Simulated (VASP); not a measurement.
A run of VASP 6.6.1 is set up as follows.

INCAR

```
SYSTEM = GaN
PREC     = Accurate       ! precision mode
ENCUT    = 520            ! plane-wave cutoff, eV
EDIFF    = 1E-6           ! SCF threshold, eV
ISMEAR   = 0              ! smearing method
SIGMA    = 0.01           ! smearing width, eV
LREAL    = .FALSE.        ! projectors in reciprocal space
LASPH    = .TRUE.         ! aspherical terms in the spheres
NELM     = 150            ! most SCF steps
ALGO     = Normal         ! electronic algorithm
ISIF     = 2              ! what is computed and relaxed
LWAVE    = .FALSE.        ! write WAVECAR
LCHARG   = .FALSE.        ! write CHGCAR
LNONCOLLINEAR= .TRUE.         ! non-collinear magnetism
MAGMOM   = 0 0 0 0 0 0    ! initial moments
LORBIT   = 11             ! projections on sites
LSORBIT  = .TRUE.         ! spin-orbit coupling
GGA_COMPAT= .FALSE.      
LORBMOM  = .TRUE.       
GGA      = CA             ! functional
NBANDS   = 30             ! bands
```

File KPOINTS:

```
Automatic mesh
0
G
  10 10 10
  0 0 0
```

File POSCAR:

```
GaN
1.0
    0.0000000000      2.2277045316      2.2277045316
    2.2277045316      0.0000000000      2.2277045316
    2.2277045316      2.2277045316      0.0000000000
Ga N
1 1
Direct
    0.0022444628      0.0022444628      0.0022444628
    0.2500000000      0.2500000000      0.2500000000
```

Potentials or basis: VASP PAW LDA potentials, release 64 (Ga_d, N).

Run with:

```bash
$ cat potpaw_LDA.64/Ga_d/POTCAR potpaw_LDA.64/N/POTCAR > POTCAR
$ mpirun -np 1 vasp_ncl > vasp.out
```

(1) What does it give for the pressure?

(2) Estimate the largest force.

(3) Predict the net moment.

## Answers

(1) 1.1 GPa.

(2) 0.242 eV/Å.

(3) 0.00 μB per cell.

Caveat: the cell differs from its parent crystal (atom 1 moved by [0.01, 0.01, 0.01] A).
